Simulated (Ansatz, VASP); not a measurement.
**AlRu in VASP and in Ansatz**

The input INCAR:

```
SYSTEM = AlRu
PREC     = Accurate       ! precision mode
ENCUT    = 520            ! plane-wave cutoff, eV
EDIFF    = 1E-6           ! SCF threshold, eV
ISMEAR   = 0              ! smearing method
SIGMA    = 0.15           ! smearing width, eV
LREAL    = .False.        ! projectors in reciprocal space
LASPH    = .True.         ! aspherical terms in the spheres
NELM     = 100            ! most SCF steps
ALGO     = Fast           ! electronic algorithm
ISIF     = 2              ! what is computed and relaxed
LWAVE    = .False.        ! write WAVECAR
LCHARG   = .True.         ! write CHGCAR
GGA      = PS             ! functional
LELF     = .True.         ! ELF
LVHAR    = .True.       
NBANDS   = 25             ! bands
```

File KPOINTS:

```
Automatic mesh
0
Gamma
  16 16 8
  0 0 0
```

Contents of POSCAR:

```
AlRu
1.0
    2.9763250904      0.0000000000      0.0000000000
    0.0000000000      2.9763250904      0.0000000000
    0.0000000000      0.0000000000      5.9526501809
Al Ru
2 2
Direct
    0.0000000000      0.0000000000     -0.0073580672
    0.0000000000      0.0000000000      0.5073580672
    0.5000000000      0.5000000000      0.2500000000
    0.5000000000      0.5000000000      0.7500000000
```

Input for Ansatz:

```yaml
crystal:
  lattice:
    - [2.9763250904, 0.0, 0.0]
    - [0.0, 2.9763250904, 0.0]
    - [0.0, 0.0, 5.9526501809]
  atoms:
    - { symbol: Al, position: [0.0, 0.0, -0.0073580672] }
    - { symbol: Al, position: [0.0, 0.0, 0.5073580672] }
    - { symbol: Ru, position: [0.5, 0.5, 0.25] }
    - { symbol: Ru, position: [0.5, 0.5, 0.75] }
basis:
  ecutwfc: 420
kpoints:
  mp_grid: { grid: [16, 16, 8] }
hamiltonian:
  xc: pbesol
  pseudopotentials: { kind: paw, azcp: { folder: soft_1 } }
scf:
  occupations: { method: gaussian, width: 0.15 }
output:
  forces: true
  stress: true
  eigenvalues: true
```

Change from the starting cell: mode 4 frozen in at +0.000 Å and mode 12 at -0.044 Å (largest displacements).

Alike in both runs: task single point; functional PBEsol; k mesh 16 × 16 × 8; occupations gaussian, width 0.15 eV; no spin polarisation.

|  | VASP | Ansatz |
| --- | --- | --- |
| version | VASP 6.6.1 | Ansatz 0.2.0 |
| potentials or method | VASP PAW PBE potentials, release 64 (Al, Ru_pv), cutoff 520 eV | scalar-relativistic, plane waves, PAW |
| valence electrons in the cell | 34 | 38 |

|  | VASP | Ansatz | Ansatz less VASP |
| --- | --- | --- | --- |
| gap on the k mesh at the Fermi level (eV) | none | none | - |
| pressure (GPa) | 0.3 | 0.2 | -0.11 |
| traceless stress, the component that is largest in VASP (GPa) | 0.08 | 0.08 | 0.000 |
| rms of the force components (eV/Å) | 0.204 | 0.203 | -0.0010 |

VASP's potentials were made for PBE, not for PBEsol, and Ansatz warns of the same on its side. Atom by atom the forces differ by 0.001 eV/Å (rms over components). A gap of «none» marks a metal or a gap that the smearing closes. The functional is the same, so the differences come from potentials, cutoffs and numerics. VASP's potentials hold 34 valence electrons a cell and Ansatz's 38, so a difference there can come from the potentials and not from the codes.
